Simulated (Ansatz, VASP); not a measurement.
**InAs: VASP beside Ansatz**

```
CELL_PARAMETERS angstrom
0.00000 3.04906 3.04906
3.04906 0.00000 3.04906
3.04906 3.04906 0.00000
ATOMIC_POSITIONS crystal
In 0.00000 0.00000 0.00000
As 0.25000 0.25000 0.25000
```

Change from the starting cell: volume scaled by 1.02, ions relaxed.

Alike in both runs: functional PBE; k mesh 13 × 13 × 13; occupations fermi-dirac, width 0.05 eV; no spin polarisation.

Ansatz relaxed the structure, and its values are those at the end. VASP's run is a single point on that final structure, the one shown.

|  | VASP | Ansatz |
| --- | --- | --- |
| version | VASP 6.6.1 | Ansatz 0.2.0 |
| potentials or method | VASP PAW PBE potentials, release 64 (In_d, As) | plane-wave PAW, scalar-relativistic |
| plane-wave cutoff (eV) | 520 | 420 |
| valence electrons in the cell | 18 | 28 |

|  | VASP | Ansatz | Ansatz less VASP |
| --- | --- | --- | --- |
| pressure (GPa) | 2.4 | 2.3 | -0.06 |

VASP's potentials hold 18 valence electrons a cell and Ansatz's 28, so a difference there can come from the potentials and not from the codes. Ansatz's warnings: stress scf threshold loose.
